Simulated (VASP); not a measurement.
Set up this calculation in VASP 6.6.1, as the native input.

| Quantity | Value |
| --- | --- |
| Task | single point |
| Functional | LDA |
| Potentials or basis | VASP PAW LDA potentials, release 64 (Bi_d) |
| Cutoff | 520 eV |
| k mesh | 11 × 11 × 11 |
| Occupations | fermi-dirac, width 0.03 eV |
| Spin | no spin polarisation |
| Dipole correction | no |
| Further INCAR settings | ALGO = Normal; EDIFF = 1e-07; NBANDS = 22 |

The structure of Bi lies in POSCAR:

```
Bi
1.0
    2.3029109990      1.3295862852      4.0060322827
   -2.3029109990      1.3295862852      4.0060322827
    0.0000000000     -2.6591725704      4.0060322827
Bi
2
Direct
    0.2338900000      0.2338900000      0.2338900000
    0.7661100000      0.7661100000      0.7661100000
```

This cell differs from its parent crystal: volume scaled by 1.04.

These files were run (other wordings do the same):

INCAR

```
SYSTEM = Bi
ALGO = Normal
EDIFF = 1E-7
ENCUT = 520
GGA = CA
ISIF = 2
ISMEAR = -1
LASPH = .True.
LCHARG = .True.
LELF = .True.
LREAL = .False.
LVHAR = .True.
LWAVE = .False.
NBANDS = 22
NELM = 80
PREC = Accurate
SIGMA = 0.03
```

KPOINTS

```
k-points
0
Gamma
  11 11 11
  0 0 0
```

Potentials or basis: VASP PAW LDA potentials, release 64 (Bi_d).

Command:

```sh
$ cat potpaw_LDA.64/Bi_d/POTCAR > POTCAR
$ mpirun -np 1 vasp_std > vasp.out
```

It gave:

```
Pressure               : -3.4 GPa
Largest force          : 0.106 eV/Å
Band gap on the k mesh : zero (band 15 reaches 5.51 eV, above the bottom of band 16 at 5.47 eV)
```

Caveat: spin-orbit coupling is left out, which moves the levels of the heavy elements.

Run time: 93 s on 1 thread of AMD EPYC 9R45 96-Core Processor (Zen 5), on a shared host, peak memory 0.27 GiB.
